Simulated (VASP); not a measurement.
Input of a VASP 6.6.1 run:

File INCAR:

```
  ALGO = Normal
  EDIFF = 1E-7
  EDIFFG = -0.005
  ENCUT = 500
  GGA = PS
  GGA_COMPAT = F
  IBRION = 2
  ISIF = 3
  ISMEAR = -1
  IVDW = 13
  LASPH = T
  LCHARG = F
  LREAL = F
  LWAVE = F
  NELM = 120
  NELMIN = 4
  NSW = 80
  PREC = Accurate
  SIGMA = 0.05
```

KPOINTS

```
k-points
0
Gamma
  10 10 10
```

The input POSCAR:

```
BAs
1.0
    0.0000000000      2.3885000000      2.3885000000
    2.3885000000      0.0000000000      2.3885000000
    2.3885000000      2.3885000000      0.0000000000
As B
1 1
Direct
    0.7500000000      0.7500000000      0.7500000000
    0.0000000000      0.0000000000      0.0000000000
```

Potentials or basis: VASP PAW PBE potentials, release 64 (As, B).

Launch:

```bash
$ cat potpaw_PBE.64/As/POTCAR potpaw_PBE.64/B/POTCAR > POTCAR
$ mpirun -np 1 vasp_std > vasp.out
```

Question: What does it give for the space group after relaxing (to 0.05 Å)?

Answer: F-43m (No. 216).

Question: What does it give for the dispersion energy per atom?

Answer: -0.216 eV.

Final structure:
```cif
data_structure
_symmetry_space_group_name_H-M 'P 1'
_symmetry_Int_Tables_number 1
_cell_length_a 3.3584
_cell_length_b 3.3584
_cell_length_c 3.3584
_cell_angle_alpha 60.000
_cell_angle_beta 60.000
_cell_angle_gamma 60.000
_cell_volume 26.78
loop_
_atom_site_label
_atom_site_type_symbol
_atom_site_fract_x
_atom_site_fract_y
_atom_site_fract_z
_atom_site_occupancy
As1 As 0.75000 0.75000 0.75000 1
B1 B 0.00000 0.00000 0.00000 1
```
